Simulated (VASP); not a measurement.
# Rb2Cd (P4/nmm) in VASP: single point with PBE

Aim: the single point of Rb2Cd with PBE.

Everything below comes from runs of VASP 6.6.1. Logs are shortened: lines on timing, memory, paths and dates and some standing lists are left out, and cuts for length are marked.

## Step 1: The cell of the first run

The structure is tetragonal, space group P4/nmm (No. 129). The conventional cell has a = 5.940 Å, b = 5.940 Å, c = 10.232 Å, α = 90.00°, β = 90.00°, γ = 90.00°. Within 5.2 Å of Rb (site symmetry -4m2) lie 4 Cd at 3.93 Å and 8 Rb at 4.20 to 4.81 Å. Within 5.1 Å of Rb (site symmetry 4mm) lie 5 Cd at 3.88 to 4.37 Å and 8 Rb at 4.81 to 4.97 Å. Cd (site symmetry 4mm) has 9 Rb at 3.88 to 4.37 Å within 5.1 Å.

## Step 2: Single point, PBE

Input file INCAR:

```
SYSTEM = Rb2Cd
PREC = Accurate
ENCUT = 520
EDIFF = 1E-7
ISMEAR = 0
SIGMA = 0.1
LREAL = .FALSE.
LASPH = .TRUE.
NELM = 60
ALGO = Fast
ISIF = 2
LWAVE = .FALSE.
LCHARG = .FALSE.
GGA = PE
NBANDS = 39
```

Input file KPOINTS:

```
regular mesh
0
G
  6 6 4
  0 0 0
```

Input file POSCAR:

```
Rb2Cd
1.0
    5.9401007113      0.0000000000      0.0000000000
    0.0000000000      5.9401007113      0.0000000000
    0.0000000000      0.0000000000     10.2315942079
Rb Cd
4 2
Direct
    0.0000000000      0.0000000000      0.0000000000
    0.5000000000      0.5000000000      0.0000000000
    0.0000000000      0.5000000000      0.3699786665
    0.5000000000      0.0000000000      0.6300213335
    0.0000000000      0.5000000000      0.7490555914
    0.5000000000      0.0000000000      0.2509444086
```

Potentials or basis: VASP PAW PBE potentials, release 64 (Rb_sv, Cd).

Command:

```bash
> cat potpaw_PBE.64/Rb_sv/POTCAR potpaw_PBE.64/Cd/POTCAR > POTCAR
> mpirun -np 1 vasp_std > vasp.out
```

OUTCAR:

```text
SYSTEM = Rb2Cd
   PREC = Accurate
   ENCUT = 520
   EDIFF = 1E-7
   ISMEAR = 0
   LREAL = .FALSE.
   LASPH = .TRUE.
   NELM = 60
   ISIF = 2
   GGA = PE

 ion  position               nearest neighbor table
   1  0.000  0.000  0.000-   5 3.93   6 3.93   5 3.93   6 3.93   2 4.20   2 4.20   2 4.20   2 4.20
                             3 4.81   4 4.81   3 4.81   4 4.81
   2  0.500  0.500  0.000-   5 3.93   6 3.93   6 3.93   5 3.93   1 4.20   1 4.20   1 4.20   1 4.20
                             3 4.81   3 4.81   4 4.81   4 4.81
   3  0.000  0.500  0.370-   5 3.88   6 4.37   6 4.37   6 4.37   6 4.37   1 4.81   2 4.81   2 4.81
                             1 4.81   4 4.97   4 4.97   4 4.97   4 4.97
   4  0.500  0.000  0.630-   6 3.88   5 4.37   5 4.37   5 4.37   5 4.37   1 4.81   1 4.81   2 4.81
                             2 4.81   3 4.97   3 4.97   3 4.97   3 4.97
   5  0.000  0.500  0.749-   3 3.88   2 3.93   1 3.93   1 3.93   2 3.93   4 4.37   4 4.37   4 4.37
                             4 4.37
   6  0.500  0.000  0.251-   4 3.88   2 3.93   1 3.93   2 3.93   1 3.93   3 4.37   3 4.37   3 4.37
                             3 4.37

  LATTYP: Found a simple tetragonal cell.
 ALAT       =     5.9401007113
 C/A-ratio  =     1.7224614035

  Lattice vectors:

 A1 = (   5.9401007113,   0.0000000000,   0.0000000000)
 A2 = (   0.0000000000,   5.9401007113,   0.0000000000)
 A3 = (   0.0000000000,   0.0000000000,  10.2315942079)

Analysis of symmetry for initial positions (statically):
=====================================================================
 Subroutine PRICEL returns:
 Original cell was already a primitive cell.

 Routine SETGRP: Setting up the symmetry group for a
 simple tetragonal supercell.

 Subroutine GETGRP returns: Found 16 space group operations
 (whereof  8 operations were pure point group operations)
 out of a pool of 16 trial point group operations.

The static configuration has the point symmetry D_2d.
 The point group associated with its full space group is D_4h.

Analysis of symmetry for dynamics (positions and initial velocities):
=====================================================================
 Subroutine PRICEL returns:
 Original cell was already a primitive cell.

 Routine SETGRP: Setting up the symmetry group for a
 simple tetragonal supercell.

 Subroutine GETGRP returns: Found 16 space group operations
 (whereof  8 operations were pure point group operations)
 out of a pool of 16 trial point group operations.

The dynamic configuration has the point symmetry D_2d.
 The point group associated with its full space group is D_4h.

 Subroutine INISYM returns: Found 16 space group operations
 (whereof  8 operations are pure point group operations),
 and found     1 'primitive' translations

----------------------------------------------------------------------------------------

                                     Primitive cell

  volume of cell :     361.0197

  direct lattice vectors                    reciprocal lattice vectors
     5.940100711  0.000000000  0.000000000     0.168347314  0.000000000  0.000000000
     0.000000000  5.940100711  0.000000000     0.000000000  0.168347314  0.000000000
     0.000000000  0.000000000 10.231594208     0.000000000  0.000000000  0.097736480

  length of vectors
     5.940100711  5.940100711 10.231594208     0.168347314  0.168347314  0.097736480

  position of ions in fractional coordinates (direct lattice)
     0.000000000  0.000000000  0.000000000
     0.500000000  0.500000000  0.000000000
     0.000000000  0.500000000  0.369978667
     0.500000000  0.000000000  0.630021333
     0.000000000  0.500000000  0.749055591
     0.500000000  0.000000000  0.250944409

  ion indices of the primitive-cell ions
   primitive index   ion index
                 1           1
                 2           2
                 3           3
                 4           4
                 5           5
                 6           6

----------------------------------------------------------------------------------------

 KPOINTS: regular mesh

Automatic generation of k-mesh.
 Grid dimensions read from file:
 generate k-points for:    6    6    4

 Generating k-lattice:

  Cartesian coordinates                     Fractional coordinates (reciprocal lattice)
     0.028057886  0.000000000  0.000000000     0.166666667  0.000000000  0.000000000
     0.000000000  0.028057886  0.000000000     0.000000000  0.166666667  0.000000000
     0.000000000  0.000000000  0.024434120     0.000000000  0.000000000  0.250000000

  Length of vectors
     0.028057886  0.028057886  0.024434120

  Shift w.r.t. Gamma in fractional coordinates (k-lattice)
     0.000000000  0.000000000  0.000000000

 Subroutine IBZKPT returns following result:
 ===========================================

 Found     30 irreducible k-points:

 Following reciprocal coordinates:
            Coordinates               Weight
  0.000000  0.000000  0.000000      1.000000
  0.166667  0.000000  0.000000      4.000000
  0.333333  0.000000  0.000000      4.000000
  0.500000  0.000000  0.000000      2.000000
  0.166667  0.166667  0.000000      4.000000
  0.333333  0.166667  0.000000      8.000000
[... 16 lines left out ...]
  0.333333  0.000000  0.500000      4.000000
  0.500000  0.000000  0.500000      2.000000
 [... further k-points ...]
   k-points           NKPTS =     30   k-points in BZ     NKDIM =     30   number of bands    NBANDS=     39
   number of dos      NEDOS =    301   number of ions     NIONS =      6
   total plane-waves  NPLWV = 184320
   dimension x,y,z NGX =    48 NGY =   48 NGZ =   80
   dimension x,y,z NGXF=    96 NGYF=   96 NGZF=  160
   ions per type =               4   2
   NGX,Y,Z   is equivalent  to a cutoff of  13.43, 13.43, 13.00 a.u.
   NGXF,Y,Z  is equivalent  to a cutoff of  26.87, 26.87, 26.00 a.u.
 SYSTEM =  Rb2Cd
   PREC   = accura    normal or accurate (medium, high low for compatibility)
   ISTART =      0    job   : 0-new  1-cont  2-samecut
   ICHARG =      2    charge: 1-file 2-atom 10-const
   ISPIN  =      1    spin polarized calculation?
   LNONCOLLINEAR =      F non collinear calculations
   LSORBIT =      F    spin-orbit coupling
   LASPH  =      T    aspherical Exc in radial PAW
   ENCUT  =  520.0 eV  38.22 Ry    6.18 a.u.  11.04 11.04 19.02*2*pi/ulx,y,z
   NELM   =     60;   NELMIN=  2; NELMDL= -5     # of ELM steps
   EDIFF  = 0.1E-06   stopping-criterion for ELM
   LREAL  =      F    real-space projection
   EDIFFG = 0.1E-05   stopping-criterion for IOM
   NSW    =      0    number of steps for IOM
   IBRION =     -1    ionic relax: 0-MD 1-quasi-New 2-CG
   NFREE  =      0    steps in history (QN), initial steepest desc. (CG)
   ISIF   =      2    stress and relaxation
   ISYM   =      2    0-nonsym 1-usesym 2-fastsym
   POTIM  = 0.5000    time-step for ionic-motion
   TEBEG  =    0.0;   TEEND  =   0.0 temperature during run
   PSTRESS=    0.0 pullay stress
   NELECT =      60.0000    total number of electrons
   NUPDOWN=      -1.0000    fix difference up-down
   EMIN   =  10.00;   EMAX   =-10.00  energy-range for DOS
   EFERMI =   0.00;   METHOD = LEGACY
   ISMEAR =     0;   SIGMA  =   0.10  broadening in eV -4-tet -1-fermi 0-gaus
   EFERMI_NEDOS =   21; number of points for ismear=-14 and -15
   IALGO  =     68    algorithm
   IMIX   =      4    mixing-type and parameters
     AMIX     =   0.40;   BMIX     =  1.00
     AMIX_MAG =   1.60;   BMIX_MAG =  1.00
  volume/ion in A,a.u.               =      60.17       406.05
  Fermi-wavevector in a.u.,A,eV,Ry     =   0.900081  1.700907 11.022703  0.810146
  Thomas-Fermi vector in A             =   2.022994
   LORBIT       =      0    0 simple, 1 ext, 2 COOP (PROOUT), +10 PAW based schemes
   GGA     = PE    functional components
   LHFCALC =     F    Hartree Fock is set to
   AEXX    =    0.0000 exact exchange contribution
   IVDW    =     0    specifies the selected vdW correction
   LEPSILON=     F    determine dielectric tensor
   LRPA    =     F    only Hartree local field effects (RPA)
 non-spin polarized calculation
 RMM-DIIS sequential band-by-band and
 Gauss-broadening in eV      SIGMA  =   0.10
  energy-cutoff  :      520.00
  volume of cell :      361.02
 maximum number of plane-waves:      9764
 NGX is ok and might be reduce to    48
   NGX = 23   NGY = 23   NGZ = 39

 number of electron      60.0000009 magnetization

 Free energy of the ion-electron system (eV)
  ---------------------------------------------------
  ext. energy  EPLUGINS =         0.00000000
  ---------------------------------------------------
  free energy    TOTEN  =        -5.15925514 eV

  energy without entropy =       -5.14728030  energy(sigma->0) =       -5.15326772

 E-fermi :   0.3422     XC(G=0):  -6.4919

 val. band max:        0.3131096928   @ k =   0.3333   0.3333   0.2500
 cond. band min:       0.3668816838   @ k =   0.1667   0.0000   0.2500
 fundamental gap:      0.0537719910
 Fermi energy:         0.3421784426

 k-point     1 :       0.0000    0.0000    0.0000
  band No.  band energies     occupation
      1     -28.1625      2.00000
      2     -28.1585      2.00000
      3     -28.1537      2.00000
      4     -28.1243      2.00000
      5     -12.3959      2.00000
      6     -12.3959      2.00000
[... 31 lines left out ...]
     38       3.1645      0.00000
     39       3.4161      0.00000

 k-point     2 :       0.1667    0.0000    0.0000
  band No.  band energies     occupation
      1     -28.1620      2.00000
      2     -28.1586      2.00000
      3     -28.1519      2.00000
      4     -28.1263      2.00000
      5     -12.3831      2.00000
      6     -12.3799      2.00000
[... 31 lines left out ...]
     38       3.1927      0.00000
     39       3.3190      0.00000

 k-point     3 :       0.3333    0.0000    0.0000
  band No.  band energies     occupation
      1     -28.1610      2.00000
      2     -28.1592      2.00000
      3     -28.1467      2.00000
      4     -28.1318      2.00000
      5     -12.3467      2.00000
      6     -12.3361      2.00000
[... 832 lines left out ...]
 k-point    23 :       0.3333    0.0000    0.5000
  band No.  band energies     occupation
      1     -28.1608      2.00000
      2     -28.1595      2.00000
      3     -28.1466      2.00000
      4     -28.1318      2.00000
      5     -12.3500      2.00000
      6     -12.3358      2.00000
[... 31 lines left out ...]
     38       3.1205      0.00000
     39       3.1868      0.00000

 k-point    24 :       0.5000    0.0000    0.5000
  band No.  band energies     occupation
      1     -28.1600      2.00000
      2     -28.1600      2.00000
      3     -28.1393      2.00000
      4     -28.1393      2.00000
      5     -12.3059      2.00000
      6     -12.3059      2.00000
[... 31 lines left out ...]
     38       3.1463      0.00000
     39       3.4078      0.00000

 [... further k-points ...]
[... 5 lines left out ...]
  --------------------------------------------------------------------------------------
  -------------------------------------------------------------------------------------
  Total       -0.0172801     -0.0172801      0.0060637      0.0000000      0.0000000     -0.0000000
  in kB       -0.0766878     -0.0766878      0.0269103      0.0000000      0.0000000     -0.0000000
  external PRESSURE =      -0.0421551 kB  Pullay stress =       0.0000000 kB

 VOLUME and BASIS-vectors are now :
 -----------------------------------------------------------------------------
  energy-cutoff  :      520.00
  volume of cell :      361.02
      direct lattice vectors                 reciprocal lattice vectors
     5.940100711  0.000000000  0.000000000     0.168347314  0.000000000  0.000000000
     0.000000000  5.940100711  0.000000000     0.000000000  0.168347314  0.000000000
     0.000000000  0.000000000 10.231594208     0.000000000  0.000000000  0.097736480

 POSITION                                       TOTAL-FORCE (eV/Angst)
 -----------------------------------------------------------------------------------
      0.00000      0.00000      0.00000        -0.000000     -0.000000      0.000000
      2.97005      2.97005      0.00000        -0.000000      0.000000      0.000000
      0.00000      2.97005      3.78547        -0.000000      0.000000     -0.000967
      2.97005      0.00000      6.44612         0.000000      0.000000      0.000967
      0.00000      2.97005      7.66403        -0.000000      0.000000     -0.000009
      2.97005      0.00000      2.56756         0.000000      0.000000      0.000009
 -----------------------------------------------------------------------------------
    total drift:                                0.000000      0.000000      0.000000

  FREE ENERGIE OF THE ION-ELECTRON SYSTEM (eV)
  ---------------------------------------------------
  free  energy   TOTEN  =        -5.1592551448 eV

  energy  without entropy=       -5.1472803007  energy(sigma->0) =       -5.15326772
```

Run time: 17 min. Hardware: 1 thread of Intel Xeon Platinum 8375C at 2.90GHz (Ice Lake), shared host; peak memory 0.66 GiB.

What came out:

```
Free energy            : -5.1593 eV
Pressure               : 0.0 GPa
Band gap on the k mesh : zero (bands 30 and 31 overlap by 0.84 eV)
```

Levels at points of the mesh, in eV from the Fermi level:
```tsv
k point	band 27	band 28	band 29	band 30	band 31	band 32	band 33	band 34
(0.00, 0.00, 0.00)	-3.88	-3.27	-0.89	0.58	1.13	1.13	1.27	1.40
(0.50, 0.00, 0.00)	-3.28	-3.28	-0.57	-0.57	0.25	0.25	1.30	1.30
(0.50, 0.50, 0.00)	-3.10	-3.10	-0.32	-0.32	0.60	0.60	0.74	0.74
(0.00, 0.00, 0.50)	-3.66	-3.54	-0.50	-0.27	1.14	1.14	1.44	1.44
(0.50, 0.00, 0.50)	-3.26	-3.26	-0.84	-0.84	0.85	0.85	1.30	1.30
(0.50, 0.50, 0.50)	-3.10	-3.10	-0.24	-0.24	0.30	0.30	0.48	0.48
```
